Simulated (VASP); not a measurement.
Li3ClO, 5 atoms in the cell. It takes space group Pm-3m (No. 221, cubic). Conventional cell: a = 3.771 Å, b = 3.771 Å, c = 3.771 Å, α = 90.00°, β = 90.00°, γ = 90.00°. Within 2.5 Å of Li (site symmetry 4/mmm) lie 2 O at 1.89 Å. Within 3.5 Å of Cl (site symmetry m-3m) lie 12 Li at 2.67 Å and 8 O at 3.27 Å. O (site symmetry m-3m) has 6 Li at 1.89 Å within 2.5 Å. 

```yaml
Program: VASP 6.6.1
Task: single point
Functional: LDA
Potentials_or_basis: VASP PAW LDA potentials, release 64 (Li_sv, Cl, O)
Cutoff: 520 eV
k_mesh: 4 × 4 × 4
Occupations: gaussian, width 0.01 eV
Spin: no spin polarisation
Dipole_correction: no
Further_INCAR_settings: ALGO = Normal; EDIFF = 1e-06; NBANDS = 19
```

Potentials or basis: VASP PAW LDA potentials, release 64 (Li_sv, Cl, O).

Launch:

```sh
$ cat potpaw_LDA.64/Li_sv/POTCAR potpaw_LDA.64/Cl/POTCAR potpaw_LDA.64/O/POTCAR > POTCAR
$ mpirun -np 1 vasp_std > vasp.out
```

Hardware: 1 thread of AMD EPYC 7R13, on a shared host.

**Question.** Estimate the wall time of this run.

**Answer.** Run time: 14 s on 1 thread of AMD EPYC 7R13 (shared host), peak memory 0.11 GiB. Counts: scf iterations 14, k points 10.
